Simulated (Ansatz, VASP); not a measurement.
**One calculation of Se, two programs**

```
Se
1.0
     3.13207    0.00000    0.00000
    -1.56604    2.71245    0.00000
     0.00000    0.00000    2.61939
Se
1
Direct
  0.00000 0.00000 0.00000
```

Alike in both runs: functional PBE; k mesh 16 × 16 × 15; occupations fermi-dirac, width 0.1 eV; no spin polarisation.

Ansatz relaxed the structure, and its values are those at the end. VASP's run is a single point on that final structure, the one shown.

|  | VASP | Ansatz |
| --- | --- | --- |
| version | VASP 6.6.1 | Ansatz 0.2.0 |
| potentials or method | VASP PAW PBE potentials, release 64 (Se) | PAW with Ansatz's default frozen-core files, scalar-relativistic |
| plane-wave cutoff (eV) | 500 | 420 |
| valence electrons in the cell | 6 | 16 |

```csv
,VASP,Ansatz,Ansatz less VASP
pressure (GPa),0.0,0.0,-0.02
```

With one functional, cell and mesh, what is left measures potentials, basis and numerics. VASP's potentials hold 6 valence electrons a cell and Ansatz's 16, so a difference there can come from the potentials and not from the codes.
